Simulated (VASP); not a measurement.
PbS, 2 atoms in the cell. The structure is trigonal, space group R-3m (No. 166). The conventional cell has a = 4.172 Å, b = 4.172 Å, c = 10.374 Å, α = 90.00°, β = 90.00°, γ = 120.00°. Within 3.9 Å of Pb (site symmetry -3m) lie 6 S at 2.97 Å. S (site symmetry -3m) has 6 Pb at 2.97 Å within 3.9 Å.  This cell differs from its parent crystal: equal xy, yz and zx shear strains of +1 %.

* Program: VASP 6.6.1
* Task: electric field gradients
* Functional: LDA
* Potentials or basis: VASP PAW LDA potentials, release 64 (Pb_d, S)
* Cutoff: 520 eV
* k mesh: 8 × 8 × 8
* Occupations: fermi-dirac, width 0.01 eV
* Spin: no spin polarisation
* Dipole correction: no
* Further INCAR settings: ALGO = Normal; EDIFF = 1e-08; NBANDS = 17

Potentials or basis: VASP PAW LDA potentials, release 64 (Pb_d, S).

Command:

```sh
$ cat potpaw_LDA.64/Pb_d/POTCAR potpaw_LDA.64/S/POTCAR > POTCAR
$ mpirun -np 1 vasp_std > vasp.out
```

Hardware: 1 thread of Intel Xeon 8259CL (shared host).

Question: Estimate the wall time of this run.

Answer: Run time: 44 s on 1 thread of Intel Xeon 8259CL (shared host), peak memory 0.19 GiB. Counts: scf iterations 14, k points 65.
